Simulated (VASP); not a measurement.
Write the native input for VASP 6.6.1 that does the following.

```yaml
Task: single point
Functional: PBE
Dispersion: D3(BJ)
Potentials_or_basis: VASP PAW PBE potentials, release 64 (In_d, Se)
Cutoff: 520 eV
k_mesh: 6 × 6 × 2
Occupations: gaussian, width 0.1 eV
Spin: no spin polarisation
Dipole_correction: no
Further_INCAR_settings: ALGO = Normal; EDIFF = 1e-06; NBANDS = 48
```

The structure of InSe lies in POSCAR:

```
InSe
1.0
    4.0435951656      0.0000000000      0.0000000000
   -2.0217975828      3.5018561361      0.0000000000
    0.0000000000      0.0000000000     16.7615315016
In Se
4 4
Direct
    0.3333333333      0.6666666667      0.1665097232
    0.6666666667      0.3333333333      0.6665097232
    0.3333333333      0.6666666667      0.3334902768
    0.6666666667      0.3333333333      0.8334902768
    0.3333333333      0.6666666667      0.5902354819
    0.6666666667      0.3333333333      0.0902354819
    0.3333333333      0.6666666667      0.9097645181
    0.6666666667      0.3333333333      0.4097645181
```

The input as run:

INCAR

```
PREC     = Accurate       # precision mode
ENCUT    = 520            # plane-wave cutoff, eV
EDIFF    = 1E-6           # SCF threshold, eV
ISMEAR   = 0              # smearing method
SIGMA    = 0.1            # smearing width, eV
LREAL    = F              # projectors in reciprocal space
LASPH    = T              # aspherical terms in the spheres
NELM     = 100            # most SCF steps
ALGO     = Normal         # electronic algorithm
ISIF     = 2              # what is computed and relaxed
LWAVE    = F              # write WAVECAR
LCHARG   = T              # write CHGCAR
GGA      = PE             # functional
IVDW     = 12             # dispersion correction
LELF     = T              # ELF
LVHAR    = T            
NBANDS   = 48             # bands
```

KPOINTS

```
regular mesh
0
Gamma
  6 6 2
```

Potentials or basis: VASP PAW PBE potentials, release 64 (In_d, Se).

The run is started by

```sh
$ cat potpaw_PBE.64/In_d/POTCAR potpaw_PBE.64/Se/POTCAR > POTCAR
$ mpirun -np 1 vasp_std > vasp.out
```

Results of the run:

```json
{
  "Pressure": "-0.1 GPa",
  "Largest force": "0.044 eV/Å",
  "Band gap on the k mesh": "0.31 eV, direct",
  "Dispersion energy per atom": "-0.295 eV"
}
```

Caveat: spin-orbit coupling is left out, which moves the levels of the heavy elements.

It took 110 s on 1 thread of Intel(R) Xeon(R) 6975P-C (Granite Rapids) (shared host), peak memory 0.39 GiB.
